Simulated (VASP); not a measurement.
Input of a VASP 6.6.1 run:

INCAR

```
  AGGAC = 1.0
  AGGAX = 1.0
  ALDAC = 0.0
  ALDAX = 1.0
  ALGO = Normal
  EDIFF = 1E-6
  ENCUT = 520
  GGA = B5
  ISIF = 2
  ISMEAR = -1
  IVDW = 13
  LASPH = True
  LCHARG = True
  LELF = True
  LREAL = False
  LVHAR = True
  LWAVE = False
  NBANDS = 15
  NELM = 100
  PREC = Accurate
  SIGMA = 0.05
  VDW_A1 = 0.44488865
  VDW_A2 = 4.0933009
  VDW_S6 = 1.0
  VDW_S8 = 2.34076671
```

File KPOINTS:

```
k-points
0
Gamma
  11 11 6
```

POSCAR

```
Os
1.0
    2.7341000000      0.0000000000      0.0000000000
   -1.3670500000      2.3678000565      0.0000000000
    0.0000000000      0.0000000000      4.3197000000
Os
2
Direct
    0.6666666667      0.3333333333      0.7500000000
    0.3333333333      0.6666666667      0.2500000000
```

Potentials or basis: VASP PAW PBE potentials, release 64 (Os).

Command:

```bash
$ cat potpaw_PBE.64/Os/POTCAR > POTCAR
$ mpirun -np 1 vasp_std > vasp.out
```

Question: What does it give for the band gap on the k mesh?

Answer: Zero (bands 8 and 9 overlap by 3.90 eV).

Question: What does it give for the dispersion energy per atom?

Answer: -1.337 eV.

Stress tensor (GPa, compression positive):
```
14.39  0.00  0.00
 0.00 14.39  0.00
 0.00  0.00 14.93
```

Caveat: the cell stands under pressure; the PAW data sets were made with another functional, which shifts forces and pressure a little; spin-orbit coupling is left out, which moves the levels of the heavy elements.
